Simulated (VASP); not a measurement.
# HfB2 (P6/mmm) in VASP: a series of runs

Aim: see how the results for HfB2 move with the level of theory and the settings. Levels: LDA, PBEsol, PBE. Tasks: single point.

All numbers are computed with VASP 6.6.1; they aren't measurements. Logs are shortened: lines on timing, memory, paths and dates and some standing lists are left out, and cuts for length are marked.

## (1) The cell of the first run

It takes space group P6/mmm (No. 191, hexagonal). The conventional cell has a = 3.103 Å, b = 3.103 Å, c = 3.424 Å, α = 90.00°, β = 90.00°, γ = 120.00°. Hf (site symmetry 6/mmm) has 12 B at 2.48 Å and 6 Hf at 3.10 Å within 3.3 Å. Within 2.4 Å of B (site symmetry -6m2) lie 3 B at 1.79 Å.

## (2) Single point, LDA

INCAR reads:

```
SYSTEM = HfB2
PREC = Accurate
ENCUT = 520
EDIFF = 1E-7
ISMEAR = -1
SIGMA = 0.1
LREAL = .FALSE.
LASPH = .TRUE.
NELM = 100
ALGO = Normal
ISIF = 2
LWAVE = .FALSE.
LCHARG = .FALSE.
NBANDS = 15
```

KPOINTS reads:

```
Automatic mesh
0
G
  12 12 9
  0 0 0
```

POSCAR reads:

```
HfB2
1.0
    3.1026498886      0.0000000000      0.0000000000
   -1.5513249443      2.6869736226      0.0000000000
    0.0000000000      0.0000000000      3.4239366431
Hf B
1 2
Direct
    0.0000000000      0.0000000000      0.0000000000
    0.3333333333      0.6666666667      0.5000000000
    0.6666666667      0.3333333333      0.5000000000
```

Potentials or basis: VASP PAW LDA potentials, release 64 (Hf_pv, B).

Launch:

```console
> cat potpaw_LDA.64/Hf_pv/POTCAR potpaw_LDA.64/B/POTCAR > POTCAR
> mpirun -np 1 vasp_std > vasp.out
```

OUTCAR:

```text
SYSTEM = HfB2
   PREC = Accurate
   ENCUT = 520
   EDIFF = 1E-7
   ISMEAR = -1
   LREAL = .FALSE.
   LASPH = .TRUE.
   NELM = 100
   ISIF = 2

 ion  position               nearest neighbor table
   1  0.000  0.000  0.000-   2 2.48   3 2.48   2 2.48   3 2.48   3 2.48   3 2.48   2 2.48   2 2.48
                             3 2.48   3 2.48   2 2.48   2 2.48
   2  0.333  0.667  0.500-   3 1.79   3 1.79   3 1.79   1 2.48   1 2.48   1 2.48   1 2.48   1 2.48
                             1 2.48
   3  0.667  0.333  0.500-   2 1.79   2 1.79   2 1.79   1 2.48   1 2.48   1 2.48   1 2.48   1 2.48
                             1 2.48

  LATTYP: Found a hexagonal cell.
 ALAT       =     3.1026498886
 C/A-ratio  =     1.1035523717

  Lattice vectors:

 A1 = (   3.1026498886,   0.0000000000,   0.0000000000)
 A2 = (  -1.5513249443,   2.6869736226,   0.0000000000)
 A3 = (   0.0000000000,   0.0000000000,   3.4239366431)

Analysis of symmetry for initial positions (statically):
=====================================================================
 Subroutine PRICEL returns:
 Original cell was already a primitive cell.

 Routine SETGRP: Setting up the symmetry group for a
 hexagonal supercell.

 Subroutine GETGRP returns: Found 24 space group operations
 (whereof 24 operations were pure point group operations)
 out of a pool of 24 trial point group operations.

The static configuration has the point symmetry D_6h.

Analysis of symmetry for dynamics (positions and initial velocities):
=====================================================================
 Subroutine PRICEL returns:
 Original cell was already a primitive cell.

 Routine SETGRP: Setting up the symmetry group for a
 hexagonal supercell.

 Subroutine GETGRP returns: Found 24 space group operations
 (whereof 24 operations were pure point group operations)
 out of a pool of 24 trial point group operations.

The dynamic configuration has the point symmetry D_6h.

 Subroutine INISYM returns: Found 24 space group operations
 (whereof 24 operations are pure point group operations),
 and found     1 'primitive' translations

----------------------------------------------------------------------------------------

                                     Primitive cell

  volume of cell :      28.5445

  direct lattice vectors                    reciprocal lattice vectors
     3.102649889  0.000000000  0.000000000     0.322305138  0.186082958  0.000000000
    -1.551324944  2.686973623  0.000000000     0.000000000  0.372165916  0.000000000
     0.000000000  0.000000000  3.423936643     0.000000000  0.000000000  0.292061479

  length of vectors
     3.102649889  3.102649889  3.423936643     0.372165916  0.372165916  0.292061479

  position of ions in fractional coordinates (direct lattice)
     0.000000000  0.000000000  0.000000000
     0.333333333  0.666666667  0.500000000
     0.666666667  0.333333333  0.500000000

  ion indices of the primitive-cell ions
   primitive index   ion index
                 1           1
                 2           2
                 3           3

----------------------------------------------------------------------------------------

 KPOINTS: Automatic mesh

Automatic generation of k-mesh.
 Grid dimensions read from file:
 generate k-points for:   12   12    9

 Generating k-lattice:

  Cartesian coordinates                     Fractional coordinates (reciprocal lattice)
     0.026858761  0.015506913  0.000000000     0.083333333  0.000000000  0.000000000
     0.000000000  0.031013826  0.000000000     0.000000000  0.083333333  0.000000000
     0.000000000  0.000000000  0.032451275     0.000000000  0.000000000  0.111111111

  Length of vectors
     0.031013826  0.031013826  0.032451275

  Shift w.r.t. Gamma in fractional coordinates (k-lattice)
     0.000000000  0.000000000  0.000000000

 Subroutine IBZKPT returns following result:
 ===========================================

 Found     95 irreducible k-points:

 Following reciprocal coordinates:
            Coordinates               Weight
  0.000000  0.000000  0.000000      1.000000
  0.083333  0.000000  0.000000      6.000000
  0.166667  0.000000  0.000000      6.000000
  0.250000  0.000000  0.000000      6.000000
  0.333333  0.000000  0.000000      6.000000
  0.416667  0.000000  0.000000      6.000000
[... 16 lines left out ...]
  0.250000  0.000000  0.111111     12.000000
  0.333333  0.000000  0.111111     12.000000
 [... further k-points ...]
   k-points           NKPTS =     95   k-points in BZ     NKDIM =     95   number of bands    NBANDS=     15
   number of dos      NEDOS =    301   number of ions     NIONS =      3
   total plane-waves  NPLWV =  16128
   dimension x,y,z NGX =    24 NGY =   24 NGZ =   28
   dimension x,y,z NGXF=    48 NGYF=   48 NGZF=   56
   ions per type =               1   2
   NGX,Y,Z   is equivalent  to a cutoff of  12.86, 12.86, 13.60 a.u.
   NGXF,Y,Z  is equivalent  to a cutoff of  25.72, 25.72, 27.19 a.u.
 SYSTEM =  HfB2
   PREC   = accura    normal or accurate (medium, high low for compatibility)
   ISTART =      0    job   : 0-new  1-cont  2-samecut
   ICHARG =      2    charge: 1-file 2-atom 10-const
   ISPIN  =      1    spin polarized calculation?
   LNONCOLLINEAR =      F non collinear calculations
   LSORBIT =      F    spin-orbit coupling
   LASPH  =      T    aspherical Exc in radial PAW
   ENCUT  =  520.0 eV  38.22 Ry    6.18 a.u.   5.77  5.77  6.37*2*pi/ulx,y,z
   NELM   =    100;   NELMIN=  2; NELMDL= -5     # of ELM steps
   EDIFF  = 0.1E-06   stopping-criterion for ELM
   LREAL  =      F    real-space projection
   EDIFFG = 0.1E-05   stopping-criterion for IOM
   NSW    =      0    number of steps for IOM
   IBRION =     -1    ionic relax: 0-MD 1-quasi-New 2-CG
   NFREE  =      0    steps in history (QN), initial steepest desc. (CG)
   ISIF   =      2    stress and relaxation
   ISYM   =      2    0-nonsym 1-usesym 2-fastsym
   POTIM  = 0.5000    time-step for ionic-motion
   TEBEG  =    0.0;   TEEND  =   0.0 temperature during run
   PSTRESS=    0.0 pullay stress
   NELECT =      16.0000    total number of electrons
   NUPDOWN=      -1.0000    fix difference up-down
   EMIN   =  10.00;   EMAX   =-10.00  energy-range for DOS
   EFERMI =   0.00;   METHOD = LEGACY
   ISMEAR =    -1;   SIGMA  =   0.10  broadening in eV -4-tet -1-fermi 0-gaus
   EFERMI_NEDOS =   21; number of points for ismear=-14 and -15
   IALGO  =     38    algorithm
   IMIX   =      4    mixing-type and parameters
     AMIX     =   0.40;   BMIX     =  1.00
     AMIX_MAG =   1.60;   BMIX_MAG =  1.00
  volume/ion in A,a.u.               =       9.51        64.21
  Fermi-wavevector in a.u.,A,eV,Ry     =   1.349815  2.550780 24.789816  1.822000
  Thomas-Fermi vector in A             =   2.477371
   LORBIT       =      0    0 simple, 1 ext, 2 COOP (PROOUT), +10 PAW based schemes
   GGA     = CA    functional components
   LHFCALC =     F    Hartree Fock is set to
   AEXX    =    0.0000 exact exchange contribution
   IVDW    =     0    specifies the selected vdW correction
   LEPSILON=     F    determine dielectric tensor
   LRPA    =     F    only Hartree local field effects (RPA)
 non-spin polarized calculation
  energy-cutoff  :      520.00
  volume of cell :       28.54
 maximum number of plane-waves:       781
 NGX is ok and might be reduce to    24
   NGX = 11   NGY = 11   NGZ = 13

 number of electron      16.0000001 magnetization

 Free energy of the ion-electron system (eV)
  ---------------------------------------------------
  ext. energy  EPLUGINS =         0.00000000
  ---------------------------------------------------
  free energy    TOTEN  =       -28.96014469 eV

  energy without entropy =      -28.95286090  energy(sigma->0) =      -28.95650279

 E-fermi :   8.0341     XC(G=0): -12.9099

 val. band max:        7.9090194449   @ k =   0.0833   0.0833   0.3333
 cond. band min:       8.0866768224   @ k =   0.1667   0.1667   0.1111
 fundamental gap:      0.1776573775
 Fermi energy:         8.0341485077

 k-point     1 :       0.0000    0.0000    0.0000
  band No.  band energies     occupation
      1     -22.3734      2.00000
      2     -21.8150      2.00000
      3     -21.8150      2.00000
      4      -5.7988      2.00000
      5       4.8951      2.00000
      6       4.9850      2.00000
      7       4.9850      2.00000
      8       5.3523      2.00000
      9      12.1246      0.00000
     10      12.1246      0.00000
     11      12.8363      0.00000
     12      12.8363      0.00000
     13      13.1649      0.00000
     14      13.1649      0.00000
     15      13.3955      0.00000

 k-point     2 :       0.0833    0.0000    0.0000
  band No.  band energies     occupation
      1     -22.3631      2.00000
      2     -21.8787      2.00000
      3     -21.8290      2.00000
      4      -5.6423      2.00000
      5       4.5775      2.00000
      6       4.9872      2.00000
      7       5.0502      2.00000
      8       5.1982      2.00000
      9      11.6891      0.00000
     10      12.0154      0.00000
     11      12.1154      0.00000
     12      12.3365      0.00000
     13      13.7484      0.00000
     14      14.2095      0.00000
     15      14.3269      0.00000
[... 365 lines left out ...]
      3     -21.9147      2.00000
      4      -4.3344      2.00000
      5       2.3220      2.00000
      6       4.0698      2.00000
      7       4.7738      2.00000
      8       5.8945      2.00000
      9       9.9681      0.00000
     10      10.7750      0.00000
     11      12.2285      0.00000
     12      12.9043      0.00000
     13      14.6434      0.00000
     14      15.8543      0.00000
     15      17.5042      0.00000

 k-point    24 :       0.3333    0.0000    0.1111
  band No.  band energies     occupation
      1     -22.4833      2.00000
      2     -22.2920      2.00000
      3     -21.9652      2.00000
      4      -3.4898      2.00000
      5       1.0433      2.00000
      6       4.0667      2.00000
      7       4.5358      2.00000
      8       5.4818      2.00000
      9      10.2766      0.00000
     10      11.1084      0.00000
     11      11.7589      0.00000
     12      13.1209      0.00000
     13      15.1709      0.00000
     14      16.6478      0.00000
     15      19.4896      0.00000

 [... further k-points ...]

------------------------ aborting loop because EDIFF is reached ----------------------------------------

  FORCE on cell =-STRESS in cart. coord.  units (eV):
  Direction    XX          YY          ZZ          XY          YZ          ZX
  --------------------------------------------------------------------------------------
  -------------------------------------------------------------------------------------
  Total        0.0812695      0.0812695      0.1788773      0.0000000      0.0000000      0.0000000
  in kB        4.5615916      4.5615916     10.0402338      0.0000000      0.0000000      0.0000000
  external PRESSURE =       6.3878057 kB  Pullay stress =       0.0000000 kB

 VOLUME and BASIS-vectors are now :
 -----------------------------------------------------------------------------
  energy-cutoff  :      520.00
  volume of cell :       28.54
      direct lattice vectors                 reciprocal lattice vectors
     3.102649889  0.000000000  0.000000000     0.322305138  0.186082958  0.000000000
    -1.551324944  2.686973623  0.000000000     0.000000000  0.372165916  0.000000000
     0.000000000  0.000000000  3.423936643     0.000000000  0.000000000  0.292061479

 POSITION                                       TOTAL-FORCE (eV/Angst)
 -----------------------------------------------------------------------------------
      0.00000      0.00000      0.00000        -0.000000      0.000000      0.000000
     -0.00000      1.79132      1.71197         0.000000     -0.000000      0.000000
      1.55132      0.89566      1.71197        -0.000000      0.000000      0.000000
 -----------------------------------------------------------------------------------
    total drift:                               -0.000000      0.000000     -0.000000

  FREE ENERGIE OF THE ION-ELECTRON SYSTEM (eV)
  ---------------------------------------------------
  free  energy   TOTEN  =       -28.9601446902 eV

  energy  without entropy=      -28.9528608968  energy(sigma->0) =      -28.95650279
```

Run time: 18 s. Hardware: 1 thread of Intel Xeon 6975P-C, shared host; peak memory 0.16 GiB.

Results:

```yaml
Free_energy: -28.9601 eV
Pressure: 0.6 GPa
Band_gap_on_the_k_mesh: zero (band 8 reaches 8.75 eV, above the bottom of band 9 at 7.41 eV)
```

Caveat: spin-orbit coupling is left out, which moves the levels of the heavy elements.

## (3) Single point, PBEsol

This run uses another cell than the first one, of 9.73 Å³/atom, 1.023 times its volume.

INCAR reads:

```
ALGO = Normal
EDIFF = 1E-6
ENCUT = 520
GGA = PS
ISIF = 2
ISMEAR = -1
LASPH = T
LCHARG = F
LREAL = F
LWAVE = F
NBANDS = 15
NELM = 80
PREC = Accurate
SIGMA = 0.1
```

KPOINTS reads:

```
k-points
0
Gamma
  12 12 9
```

POSCAR reads:

```
HfB2
1.0
    3.1269569359      0.0000000000      0.0000000000
   -1.5634784679      2.7080241430      0.0000000000
    0.0000000000      0.0000000000      3.4485780529
Hf B
1 2
Direct
    0.0000000000      0.0000000000      0.0000000000
    0.3333333333      0.6666666667      0.5000000000
    0.6666666667      0.3333333333      0.5000000000
```

Potentials or basis: VASP PAW PBE potentials, release 64 (Hf_pv, B).

Launch:

```console
> cat potpaw_PBE.64/Hf_pv/POTCAR potpaw_PBE.64/B/POTCAR > POTCAR
> mpirun -np 1 vasp_std > vasp.out
```

Wall time 20 s (1 thread of Intel Xeon 6975P-C, shared host); peak memory 0.17 GiB.

The run converged. Its results:

| Property | Result |
| --- | --- |
| Free energy | -27.8721 eV |
| Pressure | -0.1 GPa |
| Band gap on the k mesh | zero (band 8 reaches 8.43 eV, above the bottom of band 9 at 7.12 eV) |

Stress tensor (GPa, compression positive):
```
-0.20  0.00  0.00
 0.00 -0.20  0.00
 0.00  0.00  0.14
```

Levels at points of the mesh, in eV from the Fermi level:
| k point | band 6 | band 7 | band 8 | band 9 | band 10 | band 11 |
| --- | --- | --- | --- | --- | --- | --- |
| (0.00, 0.00, 0.00) | -3.01 | -3.01 | -2.75 | 4.03 | 4.03 | 4.75 |
| (0.50, 0.00, 0.00) | -4.21 | -3.49 | -3.00 | 2.15 | 2.70 | 5.67 |

Caveat: the PAW data sets were made with another functional, which shifts forces and pressure a little; spin-orbit coupling is left out, which moves the levels of the heavy elements.

## (4) Single point, PBE

This run uses another cell than the first one, of 9.96 Å³/atom, 1.047 times its volume.

INCAR reads:

```
SYSTEM = HfB2
PREC = Accurate ; ENCUT = 520
EDIFF = 1E-7 ; ISMEAR = -1
SIGMA = 0.1 ; LREAL = .FALSE.
LASPH = .TRUE. ; NELM = 80
ALGO = Normal ; ISIF = 2
LWAVE = .FALSE. ; LCHARG = .FALSE.
GGA = PE ; NBANDS = 15
```

KPOINTS reads:

```
Automatic mesh
0
G
  12 12 9
  0 0 0
```

POSCAR reads:

```
HfB2
1.0
    3.1446802308      0.0000000000      0.0000000000
   -1.5723401154      2.7233729667      0.0000000000
    0.0000000000      0.0000000000      3.4883282618
Hf B
1 2
Direct
    0.0000000000      0.0000000000      0.0000000000
    0.3333333333      0.6666666667      0.5000000000
    0.6666666667      0.3333333333      0.5000000000
```

Launch:

```console
> cat potpaw_PBE.64/Hf_pv/POTCAR potpaw_PBE.64/B/POTCAR > POTCAR
> mpirun -np 1 vasp_std > vasp.out
```

Wall time 23 s (1 thread of Intel Xeon 6975P-C, shared host); peak memory 0.17 GiB.

The run converged. Its results:

| Quantity | Value |
| --- | --- |
| Free energy | -26.4078 eV |
| Pressure | -0.4 GPa |
| Band gap on the k mesh | zero (band 8 reaches 8.43 eV, above the bottom of band 9 at 7.05 eV) |

Stress tensor (GPa, compression positive):
```
-0.45  0.00  0.00
 0.00 -0.45  0.00
 0.00  0.00 -0.19
```

Levels at points of the mesh, in eV from the Fermi level:
```tsv
k point	band 6	band 7	band 8	band 9	band 10	band 11
(0.00, 0.00, 0.00)	-2.95	-2.95	-2.86	3.93	3.93	4.56
(0.50, 0.00, 0.00)	-4.18	-3.49	-2.92	2.03	2.64	5.46
```

Caveat: spin-orbit coupling is left out, which moves the levels of the heavy elements.

## (5) The runs side by side

```csv
level,potentials or basis,cell,gap on the mesh (eV),pressure (GPa)
LDA,"VASP PAW LDA potentials, release 64 (Hf_pv, B)","a = 3.103, b = 3.103, c = 3.424 Å, angles 90.0, 90.0, 120.0°, 3 atoms",none,0.6
PBEsol,"VASP PAW PBE potentials, release 64 (Hf_pv, B)","a = 3.127, b = 3.127, c = 3.449 Å, angles 90.0, 90.0, 120.0°, 3 atoms",none,-0.1
PBE,"VASP PAW PBE potentials, release 64 (Hf_pv, B)","a = 3.145, b = 3.145, c = 3.488 Å, angles 90.0, 90.0, 120.0°, 3 atoms",none,-0.4
```

Alike in all rows: task single point; no spin polarisation; k mesh 12 × 12 × 9; cutoff (eV) 520; smearing fermi-dirac 0.1 eV.

Caveats: spin-orbit coupling is left out, which moves the levels of the heavy elements; the PAW data sets were made with another functional, which shifts forces and pressure a little (some runs).

Total energies depend on the potentials used, so only differences within one code and one set of settings carry meaning.
